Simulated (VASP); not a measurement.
SnSe, 8 atoms in the cell. It takes space group Pnma (No. 62, orthorhombic). Conventional cell: a = 11.739 Å, b = 4.129 Å, c = 4.641 Å, α = 90.00°, β = 90.00°, γ = 90.00°. Within 3.7 Å of Sn (site symmetry m) lie 6 Se at 2.75 to 3.60 Å and 2 Sn at 3.68 Å. Within 3.6 Å of Se (site symmetry m) lie 6 Sn at 2.75 to 3.60 Å.  This cell differs from its parent crystal: uniaxial z strain -1.0%.

```yaml
Program: VASP 6.6.1
Task: single point
Functional: PBE
Potentials_or_basis: VASP PAW PBE potentials, release 64 (Sn_d, Se)
Cutoff: 520 eV
k_mesh: 2 × 6 × 6
Occupations: fermi-dirac, width 0.02 eV
Spin: no spin polarisation
Dipole_correction: no
Further_INCAR_settings: ALGO = Normal; EDIFF = 1e-06; NBANDS = 50
```

Potentials or basis: VASP PAW PBE potentials, release 64 (Sn_d, Se).

The run is started by

```bash
$ cat potpaw_PBE.64/Sn_d/POTCAR potpaw_PBE.64/Se/POTCAR > POTCAR
$ mpirun -np 1 vasp_std > vasp.out
```

Hardware: 1 thread of Intel Xeon 8259CL (shared host).

Estimate the wall time of this run.

Run time: 10 min on 1 thread of Intel Xeon 8259CL, with other jobs on the host, peak memory 0.47 GiB. Counts: scf iterations 14, k points 32.
